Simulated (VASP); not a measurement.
# KBr in VASP: a series of runs, part 2 of 2

VASP 6.6.1.

## (4) Single point, LDA

This run uses another cell than the first one, of 30.25 Å³/atom.

Input file INCAR:

```
ALGO = Normal
EDIFF = 1E-7
ENCUT = 520
GGA = CA
ISIF = 2
ISMEAR = 0
LASPH = T
LCHARG = F
LREAL = F
LWAVE = F
NBANDS = 24
NELM = 80
PREC = Accurate
SIGMA = 0.05
```

Input file KPOINTS:

```
k-points
0
Gamma
  6 6 4
```

Input file POSCAR:

```
KBr
1.0
    3.9257624872      0.0000000000      0.0000000000
    0.0000000000      3.9257624872      0.0000000000
    0.0000000000      0.0000000000      7.8515249743
K Br
2 2
Direct
    0.0000000000      0.0000000000      0.0000000000
    0.0000000000      0.0000000000      0.5000000000
    0.5000000000      0.5000000000      0.2500000000
    0.5000000000      0.5000000000      0.7500000000
```

Potentials or basis: VASP PAW LDA potentials, release 64 (K_sv, Br).

Started as:

```sh
$ cat potpaw_LDA.64/K_sv/POTCAR potpaw_LDA.64/Br/POTCAR > POTCAR
$ mpirun -np 1 vasp_std > vasp.out
```

OUTCAR:

```text
EDIFF = 1E-7
   ENCUT = 520
   GGA = CA
   ISIF = 2
   ISMEAR = 0
   LASPH = T
   LREAL = F
   NELM = 80
   PREC = Accurate

 ion  position               nearest neighbor table
   1  0.000  0.000  0.000-
   2  0.000  0.000  0.500-
   3  0.500  0.500  0.250-
   4  0.500  0.500  0.750-

  LATTYP: Found a simple tetragonal cell.
 ALAT       =     3.9257624872
 C/A-ratio  =     2.0000000000

  Lattice vectors:

 A1 = (   3.9257624872,   0.0000000000,   0.0000000000)
 A2 = (   0.0000000000,   3.9257624872,   0.0000000000)
 A3 = (   0.0000000000,   0.0000000000,   7.8515249743)

Analysis of symmetry for initial positions (statically):
=====================================================================
 Subroutine PRICEL returns following result:

  LATTYP: Found a simple cubic cell.
 ALAT       =     3.9257624872

  Lattice vectors:

[... 174 lines left out ...]
   NGX = 15   NGY = 15   NGZ = 29

 number of electron      31.9999998 magnetization

 Free energy of the ion-electron system (eV)
  ---------------------------------------------------
  ext. energy  EPLUGINS =         0.00000000
  ---------------------------------------------------
  free energy    TOTEN  =       -13.51405690 eV

  energy without entropy =      -13.51405690  energy(sigma->0) =      -13.51405690

 E-fermi :  -0.2372     XC(G=0):  -8.6906

 val. band max:       -0.4554069669   @ k =   0.5000   0.0000   0.0000
 cond. band min:       3.3052814328   @ k =   0.0000   0.0000   0.0000
 fundamental gap:      3.7606883997
 Fermi energy:        -0.2371626458

 k-point     1 :       0.0000    0.0000    0.0000
  band No.  band energies     occupation
      1     -28.6227      2.00000
      2     -28.6061      2.00000
      3     -13.6110      2.00000
      4     -13.4576      2.00000
      5     -12.2738      2.00000
      6     -12.2738      2.00000
[... 637 lines left out ...]
     23       8.1301      0.00000
     24       8.1764      0.00000

 [... further k-points ...]
[... 5 lines left out ...]
  --------------------------------------------------------------------------------------
  -------------------------------------------------------------------------------------
  Total       -1.0961864     -1.0961864     -1.0986680      0.0000000      0.0000000      0.0000000
  in kB      -14.5141942    -14.5141942    -14.5470516      0.0000000      0.0000000      0.0000000
  external PRESSURE =     -14.5251467 kB  Pullay stress =       0.0000000 kB

 VOLUME and BASIS-vectors are now :
 -----------------------------------------------------------------------------
  energy-cutoff  :      520.00
  volume of cell :      121.00
      direct lattice vectors                 reciprocal lattice vectors
     3.925762487  0.000000000  0.000000000     0.254727586  0.000000000  0.000000000
     0.000000000  3.925762487  0.000000000     0.000000000  0.254727586  0.000000000
     0.000000000  0.000000000  7.851524974     0.000000000  0.000000000  0.127363793

 POSITION                                       TOTAL-FORCE (eV/Angst)
 -----------------------------------------------------------------------------------
      0.00000      0.00000      0.00000         0.000000      0.000000      0.000000
      0.00000      0.00000      3.92576         0.000000      0.000000      0.000000
      1.96288      1.96288      1.96288         0.000000      0.000000      0.000000
      1.96288      1.96288      5.88864        -0.000000     -0.000000     -0.000000
 -----------------------------------------------------------------------------------
    total drift:                                0.000000      0.000000      0.000000

  FREE ENERGIE OF THE ION-ELECTRON SYSTEM (eV)
  ---------------------------------------------------
  free  energy   TOTEN  =       -13.5140569004 eV

  energy  without entropy=      -13.5140569004  energy(sigma->0) =      -13.51405690
```

stdout:

```text
POSCAR found type information on POSCAR K Br
 POSCAR found :  2 types and       4 ions
 scaLAPACK will be used
 LDA part: xc-table for (Slater(with rela. corr.)+CA(PZ))
 , standard interpolation
 POSCAR, INCAR and KPOINTS ok, starting setup
 FFT: planning ... GRIDC
 FFT: planning ... GRID_SOFT
 FFT: planning ... GRID
 WAVECAR not read
 entering main loop
```

Wall time 82 s (1 thread of Intel Xeon Platinum 8259CL at 2.50GHz (Skylake/Cascade Lake), shared host); peak memory 0.23 GiB.

What came out:

```
Free energy            : -13.5141 eV
Pressure               : -1.5 GPa
Band gap on the k mesh : 3.76 eV
```

Levels at points of the mesh, in eV from the valence-band top:
```
           k point  band 14  band 15  band 16  band 17  band 18  band 19
(0.00, 0.00, 0.00)    -0.30    -0.29    -0.29     3.76     5.45     5.45
(0.50, 0.00, 0.00)    -0.29    -0.29     0.00     4.90     6.30     6.49
(0.50, 0.50, 0.00)    -1.60    -1.60     0.00     4.90     6.30     7.30
(0.00, 0.00, 0.50)    -0.30    -0.30    -0.30     5.04     5.04     5.95
(0.50, 0.00, 0.50)    -1.03    -0.15    -0.15     5.95     5.95     6.57
(0.50, 0.50, 0.50)    -1.65    -0.97    -0.97     5.86     5.86     7.54
```

A k mesh can miss the band edges.

## (5) Single point, LDA (atoms displaced along a vibrational mode, the cell strained)

Input file INCAR:

```
PREC     = Accurate       # precision mode
ENCUT    = 520            # plane-wave cutoff, eV
EDIFF    = 1E-7           # SCF threshold, eV
ISMEAR   = 0              # smearing method
SIGMA    = 0.05           # smearing width, eV
LREAL    = False          # projectors in reciprocal space
LASPH    = True           # aspherical terms in the spheres
NELM     = 100            # most SCF steps
ALGO     = Normal         # electronic algorithm
ISIF     = 2              # what is computed and relaxed
LWAVE    = False          # write WAVECAR
LCHARG   = False          # write CHGCAR
GGA      = CA             # functional
NBANDS   = 24             # bands
```

Input file KPOINTS:

```
Automatic mesh
0
Gamma
  6 6 4
```

Input file POSCAR:

```
KBr
1.0
    3.7342618780      0.0000000000      0.0000000000
    0.0000000000      3.7342618780      0.0000000000
    0.0000000000      0.0000000000      7.4685237561
K Br
2 2
Direct
    0.0000000000      0.0000000000      0.0000000000
    0.0000000000      0.0000000000      0.5000000000
    0.4709139306      0.5000000000      0.2500000000
    0.5290860694      0.5000000000      0.7500000000
```

Potentials or basis: VASP PAW LDA potentials, release 64 (K_sv, Br).

Started as:

```sh
$ cat potpaw_LDA.64/K_sv/POTCAR potpaw_LDA.64/Br/POTCAR > POTCAR
$ mpirun -np 1 vasp_std > vasp.out
```

OUTCAR:

```text
PREC = Accurate
   ENCUT = 520
   EDIFF = 1E-7
   ISMEAR = 0
   LREAL = False
   LASPH = True
   NELM = 100
   ISIF = 2
   GGA = CA

 ion  position               nearest neighbor table
   1  0.000  0.000  0.000-   3 3.17   4 3.17   3 3.17   4 3.17   4 3.30   4 3.30   3 3.30   3 3.30
                             2 3.73   2 3.73
   2  0.000  0.000  0.500-   3 3.17   4 3.17   3 3.17   4 3.17   4 3.30   4 3.30   3 3.30   3 3.30
                             1 3.73   1 3.73
   3  0.471  0.500  0.250-   1 3.17   2 3.17   1 3.17   2 3.17   1 3.30   2 3.30   1 3.30   2 3.30

   4  0.529  0.500  0.750-   1 3.17   2 3.17   1 3.17   2 3.17   1 3.30   2 3.30   1 3.30   2 3.30

  LATTYP: Found a simple tetragonal cell.
 ALAT       =     3.7342618780
 C/A-ratio  =     2.0000000000

  Lattice vectors:

 A1 = (   3.7342618780,   0.0000000000,   0.0000000000)
 A2 = (   0.0000000000,   3.7342618780,   0.0000000000)
 A3 = (   0.0000000000,   0.0000000000,   7.4685237561)

Analysis of symmetry for initial positions (statically):
=====================================================================
 Subroutine PRICEL returns:
 Original cell was already a primitive cell.
[... 170 lines left out ...]
  ext. energy  EPLUGINS =         0.00000000
  ---------------------------------------------------
  free energy    TOTEN  =       -13.47660818 eV

  energy without entropy =      -13.47660818  energy(sigma->0) =      -13.47660818

 E-fermi :   0.7331     XC(G=0):  -9.3436

 val. band max:        0.4835124091   @ k =   0.5000   0.0000   0.0000
 cond. band min:       4.8442639329   @ k =   0.0000   0.0000   0.0000
 fundamental gap:      4.3607515238
 Fermi energy:         0.7330724905

 k-point     1 :       0.0000    0.0000    0.0000
  band No.  band energies     occupation
      1     -27.5779      2.00000
      2     -27.5453      2.00000
      3     -13.1439      2.00000
      4     -12.9141      2.00000
      5     -11.2138      2.00000
      6     -11.2107      2.00000
[... 637 lines left out ...]
     23       9.4461      0.00000
     24       9.6154      0.00000

 [... further k-points ...]
[... 5 lines left out ...]
  --------------------------------------------------------------------------------------
  -------------------------------------------------------------------------------------
  Total        1.5645993      1.6311078      1.5911254      0.0000000      0.0000000      0.0000000
  in kB       24.0696296     25.0927888     24.4777035      0.0000000      0.0000000      0.0000000
  external PRESSURE =      24.5467073 kB  Pullay stress =       0.0000000 kB

 VOLUME and BASIS-vectors are now :
 -----------------------------------------------------------------------------
  energy-cutoff  :      520.00
  volume of cell :      104.15
      direct lattice vectors                 reciprocal lattice vectors
     3.734261878  0.000000000  0.000000000     0.267790539  0.000000000  0.000000000
     0.000000000  3.734261878  0.000000000     0.000000000  0.267790539  0.000000000
     0.000000000  0.000000000  7.468523756     0.000000000  0.000000000  0.133895269

 POSITION                                       TOTAL-FORCE (eV/Angst)
 -----------------------------------------------------------------------------------
      0.00000      0.00000      0.00000         0.000000      0.000000      0.000000
      0.00000      0.00000      3.73426         0.000000      0.000000      0.000000
      1.75852      1.86713      1.86713         0.172159      0.000000     -0.000000
      1.97575      1.86713      5.60139        -0.172159      0.000000      0.000000
 -----------------------------------------------------------------------------------
    total drift:                               -0.000000     -0.000000      0.000000

  FREE ENERGIE OF THE ION-ELECTRON SYSTEM (eV)
  ---------------------------------------------------
  free  energy   TOTEN  =       -13.4766081841 eV

  energy  without entropy=      -13.4766081841  energy(sigma->0) =      -13.47660818
```

OSZICAR:

```text
N       E                     dE             d eps       ncg     rms          rms(c)
DAV:   1     0.242044222163E+03    0.24204E+03   -0.14428E+04  2304   0.122E+03
DAV:   2     0.493337727679E+01   -0.23711E+03   -0.22210E+03  2832   0.336E+02
DAV:   3    -0.133368063739E+02   -0.18270E+02   -0.18156E+02  3808   0.771E+01
DAV:   4    -0.138135473793E+02   -0.47674E+00   -0.47525E+00  3352   0.120E+01
DAV:   5    -0.138224998133E+02   -0.89524E-02   -0.89519E-02  3408   0.150E+00    0.614E+00
DAV:   6    -0.135343107678E+02    0.28819E+00   -0.39278E-01  2904   0.302E+00    0.448E+00
DAV:   7    -0.134793534401E+02    0.54957E-01   -0.32403E-01  3016   0.283E+00    0.150E+00
DAV:   8    -0.134766247839E+02    0.27287E-02   -0.81968E-02  3224   0.171E+00    0.294E-01
DAV:   9    -0.134766150801E+02    0.97039E-05   -0.20480E-03  3040   0.255E-01    0.131E-01
DAV:  10    -0.134766232950E+02   -0.82149E-05   -0.32558E-04  3376   0.854E-02    0.385E-02
DAV:  11    -0.134766076178E+02    0.15677E-04   -0.77682E-05  3000   0.447E-02    0.557E-03
DAV:  12    -0.134766081817E+02   -0.56390E-06   -0.41452E-06  3088   0.138E-02    0.244E-03
DAV:  13    -0.134766081841E+02   -0.23874E-08   -0.25568E-07  2656   0.257E-03
   1 F= -.13476608E+02 E0= -.13476608E+02  d E =-.528088E-14
```

stdout:

```text
POSCAR found type information on POSCAR K Br
 POSCAR found :  2 types and       4 ions
 scaLAPACK will be used
 LDA part: xc-table for (Slater(with rela. corr.)+CA(PZ))
 , standard interpolation
 POSCAR, INCAR and KPOINTS ok, starting setup
 FFT: planning ... GRIDC
 FFT: planning ... GRID_SOFT
 FFT: planning ... GRID
 WAVECAR not read
 entering main loop
```

It took 84 s on 1 thread of Intel Xeon Platinum 8259CL at 2.50GHz (Skylake/Cascade Lake), shared host; peak memory 0.23 GiB.

Results:

```yaml
Free_energy: -13.4766 eV
Pressure: 2.5 GPa
Largest_force: 0.172 eV/Å
Band_gap_on_the_k_mesh: 4.36 eV
```

Forces on the atoms (eV/Å):
```
K    0.000  0.000  0.000
K    0.000  0.000  0.000
Br   0.172  0.000  0.000
Br  -0.172  0.000  0.000
```

Caveat: the cell differs from its parent crystal (atoms displaced along a vibrational mode, the cell strained). A k mesh can miss the band edges.

## (6) The runs side by side

```csv
cell,gap on the mesh (eV),pressure (GPa)
"a = 3.862, b = 3.862, c = 7.724 Å, 4 atoms, atomic positions A",3.94,-0.5
"a = 3.894, b = 3.894, c = 7.788 Å, 4 atoms, atomic positions A",3.85,-1.0
"a = 3.926, b = 3.926, c = 7.852 Å, 4 atoms, atomic positions A",3.76,-1.5
"a = 3.734, b = 3.734, c = 7.469 Å, 4 atoms, atomic positions B",4.36,2.5
```

Alike in all rows: task single point; level LDA; potentials or basis VASP PAW LDA potentials, release 64 (K_sv, Br); no spin polarisation; k mesh 6 × 6 × 4; cutoff (eV) 520; smearing gaussian 0.05 eV.

Absolute energies hang on the potentials; compare differences alone.
